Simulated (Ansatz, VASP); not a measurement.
## Mg: VASP beside Ansatz

```
Mg
1.0
     0.00000    2.24897    2.24897
     2.24897    0.00000    2.24897
     2.24897    2.24897    0.00000
Mg
1
Direct
  0.00000 0.00000 0.00000
```

Alike in both runs: task single point; functional PBEsol; k mesh 16 × 16 × 16; occupations gaussian, width 0.1 eV; no spin polarisation.

|  | VASP | Ansatz |
| --- | --- | --- |
| version | VASP 6.6.1 | Ansatz 0.2.0 |
| potentials or method | VASP PAW PBE potentials, release 64 (Mg), cutoff 520 eV | scalar-relativistic, plane waves, PAW |
| valence electrons in the cell | 2 | 10 |

Ansatz gave:

* gap on the k mesh at the Fermi level (eV): none
* pressure (GPa): -0.1

Q: Which values does VASP return?

A: gap on the k mesh at the Fermi level (eV): none; pressure (GPa): -0.2.

VASP's potentials were made for PBE, not for PBEsol. A gap of «none» marks a metal or a gap that the smearing closes. VASP's potentials hold 2 valence electrons a cell and Ansatz's 10, so a difference there can come from the potentials and not from the codes.
